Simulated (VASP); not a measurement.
# BaRe3Pb (C2/m) in VASP: single point with r2SCAN

Aim: the single point of BaRe3Pb with r2SCAN.

Everything below comes from runs of VASP 6.6.1. Logs are shortened: lines on timing, memory, paths and dates and some standing lists are left out, and cuts for length are marked.

**1. The cell of the first run**

The structure is monoclinic, space group C2/m (No. 12). The conventional cell has a = 9.175 Å, b = 9.121 Å, c = 6.466 Å, α = 90.00°, β = 134.65°, γ = 90.00°. Re (site symmetry 2) has 2 Pb at 2.31 Å and 2 Ba at 3.06 Å within 3.1 Å. Within 3.1 Å of Re (site symmetry m) lie 2 Pb at 2.31 Å and 1 Ba at 2.91 Å. Re (site symmetry 2) has 2 Pb at 2.32 Å and 2 Ba at 3.01 Å within 3.1 Å. Within 4.0 Å of Ba (site symmetry m) lie 12 Re at 2.91 to 3.62 Å and 8 Pb at 3.95 to 4.00 Å. Pb (site symmetry -1) has 6 Re at 2.31 to 2.32 Å within 3.1 Å.

**2. Single point, r2SCAN**

POSCAR reads:

```
BaRe3Pb
1.0
    0.0439145600      4.5606966700      4.5875308800
    0.0439145600     -4.5606966700      4.5875308800
    4.5565767800      0.0000000000     -4.5875308800
Re Ba Pb
6 2 2
Direct
    0.7235000000      0.2765000000      0.0000000000
    0.2765000000      0.7235000000      0.0000000000
    0.1926000000      0.1926000000      0.4476000000
    0.8074000000      0.8074000000      0.5524000000
    0.2850000000      0.7150000000      0.5000000000
    0.7150000000      0.2850000000      0.5000000000
    0.2532000000      0.2532000000      0.0042000000
    0.7468000000      0.7468000000      0.9958000000
    0.5000000000      0.0000000000      0.5000000000
    0.0000000000      0.5000000000      0.5000000000
```

INCAR.step1 reads:

```
PREC = Accurate
ENCUT = 520
ISMEAR = 1
SIGMA = 0.0343
LREAL = False
LASPH = True
NELM = 100
NBANDS = 56
GGA = PE
ALGO = Normal
EDIFF = 1E-4
LWAVE = True
LCHARG = False
```

INCAR.step2 reads:

```
PREC = Accurate
ENCUT = 520
EDIFF = 1E-6
ISMEAR = 1
SIGMA = 0.0343
LREAL = False
LASPH = True
NELM = 100
ALGO = Normal
ISIF = 2
LWAVE = False
LCHARG = False
METAGGA = R2SCAN
LMIXTAU = True
NBANDS = 56
ISTART = 1
```

KPOINTS reads:

```
Automatic mesh
0
Gamma
  4 4 4
  0.5 0.5 0.5
```

Potentials or basis: VASP PAW PBE potentials, release 64 (Re, Ba_sv, Pb_d).

On the command line:

```bash
$ cat potpaw_PBE.64/Re/POTCAR potpaw_PBE.64/Ba_sv/POTCAR potpaw_PBE.64/Pb_d/POTCAR > POTCAR
$ cp INCAR.step1 INCAR
$ mpirun -np 1 vasp_std > vasp.out
$ cp INCAR.step2 INCAR
$ mpirun -np 1 vasp_std > vasp.out
```

OUTCAR:

```text
PREC = Accurate
   ENCUT = 520
   EDIFF = 1E-6
   ISMEAR = 1
   LREAL = False
   LASPH = True
   NELM = 100
   ISIF = 2
   METAGGA = R2SCAN
   ISTART = 1

 ion  position               nearest neighbor table
   1  0.724  0.276  0.000-  10 2.31   9 2.31   7 3.06   8 3.06   6 3.23   6 3.23   3 3.27   4 3.27
                             4 3.27   3 3.27   5 3.31   5 3.31   7 3.42   8 3.42
   2  0.276  0.724  0.000-   9 2.31  10 2.31   7 3.06   8 3.06   5 3.23   5 3.23   3 3.27   4 3.27
                             4 3.27   3 3.27   6 3.31   6 3.31   8 3.42   7 3.42
   3  0.193  0.193  0.448-   9 2.31  10 2.31   8 2.91   7 3.23   6 3.25   5 3.25   2 3.27   1 3.27
                             2 3.27   1 3.27   7 3.28   5 3.29   6 3.29   8 3.62
   4  0.807  0.807  0.552-   9 2.31  10 2.31   7 2.91   8 3.23   6 3.25   5 3.25   1 3.27   2 3.27
                             1 3.27   2 3.27   8 3.28   6 3.29   5 3.29   7 3.62
   5  0.285  0.715  0.500-   9 2.32  10 2.32   7 3.01   8 3.01   2 3.23   2 3.23   4 3.25   3 3.25
                             3 3.29   4 3.29   1 3.31   1 3.31   7 3.48   8 3.48
   6  0.715  0.285  0.500-   9 2.32  10 2.32   7 3.01   8 3.01   1 3.23   1 3.23   4 3.25   3 3.25
                             3 3.29   4 3.29   2 3.31   2 3.31   8 3.48   7 3.48
   7  0.253  0.253  0.004-   4 2.91   5 3.01   6 3.01   2 3.06   1 3.06   3 3.23   3 3.28   2 3.42
                             1 3.42   5 3.48   6 3.48   4 3.62  10 3.95   9 3.95   9 3.96  10 3.96
   8  0.747  0.747  0.996-   3 2.91   5 3.01   6 3.01   2 3.06   1 3.06   4 3.23   4 3.28   1 3.42
                             2 3.42   5 3.48   6 3.48   3 3.62  10 3.95   9 3.95  10 3.96   9 3.96
   9  0.500  0.000  0.500-   3 2.31   4 2.31   1 2.31   2 2.31   6 2.32   5 2.32   8 3.95   7 3.95
                             7 3.96   8 3.96   8 3.96   7 3.96   7 4.00   8 4.00
  10  0.000  0.500  0.500-   3 2.31   4 2.31   2 2.31   1 2.31   6 2.32   5 2.32   8 3.95   7 3.95
                             7 3.96   8 3.96   8 3.96   7 3.96   8 4.00   7 4.00

  LATTYP: Found a base centered monoclinic cell.
 ALAT       =     9.1754821265
 B/A-ratio  =     0.9941050742
 C/A-ratio  =     0.7046929515
 COS(beta)  =    -0.7027182845

  Lattice vectors:

 A1 = (   0.0439145600,   4.5606966700,   4.5875308800)
 A2 = (   0.0439145600,  -4.5606966700,   4.5875308800)
 A3 = (   4.5565767800,   0.0000000000,  -4.5875308800)

Analysis of symmetry for initial positions (statically):
=====================================================================
 Subroutine PRICEL returns:
 Original cell was already a primitive cell.

 Routine SETGRP: Setting up the symmetry group for a
 base centered monoclinic supercell.

 Subroutine GETGRP returns: Found  4 space group operations
 (whereof  4 operations were pure point group operations)
 out of a pool of  4 trial point group operations.

[... 139 lines left out ...]
   EFERMI =   0.00;   METHOD = LEGACY
   ISMEAR =     1;   SIGMA  =   0.03  broadening in eV -4-tet -1-fermi 0-gaus
   EFERMI_NEDOS =   21; number of points for ismear=-14 and -15
   IALGO  =     38    algorithm
   IMIX   =      4    mixing-type and parameters
     AMIX     =   0.40;   BMIX     =  1.00
     AMIX_MAG =   1.60;   BMIX_MAG =  1.00
  volume/ion in A,a.u.               =      19.25       129.91
  Fermi-wavevector in a.u.,A,eV,Ry     =   1.270596  2.401079 21.965444  1.614415
  Thomas-Fermi vector in A             =   2.403575
   LORBIT       =      0    0 simple, 1 ext, 2 COOP (PROOUT), +10 PAW based schemes
   METAGGA = R2SCAN    functional components
   LHFCALC =     F    Hartree Fock is set to
   AEXX    =    0.0000 exact exchange contribution
   IVDW    =     0    specifies the selected vdW correction
   LEPSILON=     F    determine dielectric tensor
   LRPA    =     F    only Hartree local field effects (RPA)
 non-spin polarized calculation
 Methfessel and Paxton  Order N= 1 SIGMA  =   0.03
  energy-cutoff  :      520.00
  volume of cell :      192.51
 maximum number of plane-waves:      5192
   NGX = 25   NGY = 25   NGZ = 25

 number of electron      90.0000000 magnetization

 Free energy of the ion-electron system (eV)
  ---------------------------------------------------
  ext. energy  EPLUGINS =         0.00000000
  ---------------------------------------------------
  free energy    TOTEN  =      -442.38359120 eV

  energy without entropy =     -442.38362867  energy(sigma->0) =     -442.38360369

 E-fermi :   6.9924     XC(G=0): -13.0549

 val. band max:        6.9917518438   @ k =  -0.1250  -0.3750   0.1250
 cond. band min:       6.9958477406   @ k =   0.3750   0.1250   0.1250
 fundamental gap:      0.0040958969
 Fermi energy:         6.9924262184

 k-point     1 :       0.1250    0.1250    0.1250
  band No.  band energies     occupation
      1     -20.2022      2.00000
      2     -20.1744      2.00000
      3     -12.4027      2.00000
      4     -12.1715      2.00000
      5     -11.9400      2.00000
      6     -11.7429      2.00000
[... 1169 lines left out ...]
     55       9.5857      0.00000
     56       9.7587      0.00000

------------------------ aborting loop because EDIFF is reached ----------------------------------------

  FORCE on cell =-STRESS in cart. coord.  units (eV):
  Direction    XX          YY          ZZ          XY          YZ          ZX
  --------------------------------------------------------------------------------------
  -------------------------------------------------------------------------------------
  Total       74.3527611     66.9353846     70.3271500      0.0000000      0.0000000     -0.0126986
  in kB      618.8184889    557.0856134    585.3143858      0.0000000      0.0000000     -0.1056870
  external PRESSURE =     587.0728294 kB  Pullay stress =       0.0000000 kB

 VOLUME and BASIS-vectors are now :
 -----------------------------------------------------------------------------
  energy-cutoff  :      520.00
  volume of cell :      192.51
      direct lattice vectors                 reciprocal lattice vectors
     0.043914560  4.560696670  4.587530880     0.108684043  0.109632373  0.107950704
     0.043914560 -4.560696670  4.587530880     0.108684043 -0.109632373  0.107950704
     4.556576780  0.000000000 -4.587530880     0.217368087  0.000000000 -0.002080776

 POSITION                                       TOTAL-FORCE (eV/Angst)
 -----------------------------------------------------------------------------------
      0.04391      2.03863      4.58753        -0.000000     -0.610435     -0.000000
      0.04391     -2.03863      4.58753         0.000000      0.610435     -0.000000
      2.05644      0.00000     -0.28626        -0.580175      0.000000     -0.881663
      2.58797      0.00000      4.87379         0.580175      0.000000      0.881663
      2.32220     -1.96110      2.29377        -0.000000      1.138140      0.000000
      2.32220      1.96110      2.29377         0.000000     -1.138140     -0.000000
      0.04138      0.00000      2.30386        -0.603651      0.000000     -0.380426
      4.60303      0.00000      2.28367         0.603651      0.000000      0.380426
      2.30025      2.28035      0.00000        -0.000000     -0.000000      0.000000
      2.30025     -2.28035      0.00000         0.000000      0.000000      0.000000
 -----------------------------------------------------------------------------------
    total drift:                               -0.000000     -0.000000      0.000000

  FREE ENERGIE OF THE ION-ELECTRON SYSTEM (eV)
  ---------------------------------------------------
  free  energy   TOTEN  =      -442.3835912007 eV

  energy  without entropy=     -442.3836286706  energy(sigma->0) =     -442.38360369
```

OSZICAR.step1:

```text
N       E                     dE             d eps       ncg     rms          rms(c)
DAV:   1     0.147598670677E+04    0.14760E+04   -0.34695E+04  3608   0.194E+03
DAV:   2     0.207690739107E+03   -0.12683E+04   -0.12028E+04  4152   0.128E+03
DAV:   3    -0.108051362968E+02   -0.21850E+03   -0.20706E+03  4336   0.627E+02
DAV:   4    -0.423534391663E+02   -0.31548E+02   -0.28174E+02  4192   0.222E+02
DAV:   5    -0.494347509340E+02   -0.70813E+01   -0.64371E+01  4472   0.596E+01    0.660E+01
DAV:   6    -0.474057120131E+02    0.20290E+01   -0.32456E+01  4480   0.431E+01    0.251E+01
DAV:   7    -0.485249770123E+02   -0.11193E+01   -0.12489E+01  4472   0.275E+01    0.134E+01
DAV:   8    -0.478310669961E+02    0.69391E+00   -0.66065E+00  4416   0.244E+01    0.849E+00
DAV:   9    -0.479034697651E+02   -0.72403E-01   -0.15544E+00  4480   0.962E+00    0.274E+00
DAV:  10    -0.478713971364E+02    0.32073E-01   -0.76585E-01  4400   0.785E+00    0.991E-01
DAV:  11    -0.478716777128E+02   -0.28058E-03   -0.14319E-01  4168   0.258E+00    0.456E-01
DAV:  12    -0.478745341179E+02   -0.28564E-02   -0.40095E-02  4232   0.104E+00    0.150E-01
DAV:  13    -0.478756747916E+02   -0.11407E-02   -0.13415E-02  2648   0.583E-01    0.127E-01
DAV:  14    -0.478761525503E+02   -0.47776E-03   -0.49352E-03  2576   0.282E-01    0.565E-02
DAV:  15    -0.478763241302E+02   -0.17158E-03   -0.19303E-03  2176   0.256E-01    0.510E-02
DAV:  16    -0.478764002063E+02   -0.76076E-04   -0.79168E-04  2104   0.212E-01
   1 F= -.47876400E+02 E0= -.47876205E+02  d E =-.586886E-03
```

Run time: 19 min. Hardware: 1 thread of AMD EPYC 9R14 (Zen 4), shared host; peak memory 0.45 GiB.

What came out:

```
Free energy            : -442.3836 eV
Pressure               : 58.7 GPa
Largest force          : 1.138 eV/Å
Band gap on the k mesh : zero (bands 45 and 46 overlap by 0.86 eV)
```

Forces in eV/Å, atoms in the order of the input:
```
Re   0.000 -0.610  0.000
Re   0.000  0.610  0.000
Re  -0.580  0.000 -0.882
Re   0.580  0.000  0.882
Re   0.000  1.138  0.000
Re   0.000 -1.138  0.000
Ba  -0.604  0.000 -0.380
Ba   0.604  0.000  0.380
Pb   0.000  0.000  0.000
Pb   0.000  0.000  0.000
```

Levels at points of the mesh, in eV from the Fermi level:
```
           k point  band 43  band 44  band 45  band 46  band 47  band 48
(0.12, 0.12, 0.12)    -0.21    -0.11     0.12     0.31     0.38     0.61
```

Caveat: the stress differs along the axes, from 56 to 62 GPa; the PAW data sets were made with another functional, which shifts forces and pressure a little; spin-orbit coupling is left out, which moves the levels of the heavy elements.
